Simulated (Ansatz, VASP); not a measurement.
**Two plane-wave programs on AlN**

```
CELL_PARAMETERS angstrom
3.11000 0.00000 0.00000
-1.55500 2.69334 0.00000
0.00000 0.00000 4.98000
ATOMIC_POSITIONS crystal
Al 0.66667 0.33333 0.00000
Al 0.33333 0.66667 0.50000
N 0.66667 0.33333 0.38200
N 0.33333 0.66667 0.88200
```

Alike in both runs: task relaxation of the atoms; functional PBE; k mesh 11 × 11 × 6; occupations fermi-dirac, width 0.02 eV; no spin polarisation.

|  | VASP | Ansatz |
| --- | --- | --- |
| version | VASP 6.6.1 | Ansatz 0.2.0 |
| potentials or method | VASP PAW PBE potentials, release 64 (Al, N) | plane-wave PAW, scalar-relativistic |
| plane-wave cutoff (eV) | 520 | 420 |
| valence electrons in the cell | 16 | 16 |

```csv
,VASP,Ansatz,Ansatz less VASP
"gap on the k mesh at the Fermi level, each at its own relaxed structure (eV)",4.21,4.20,-0.011
```

Ansatz's warnings: stress scf threshold loose.

Noted on VASP's run: the relaxation stopped at its first step, so nothing moved.
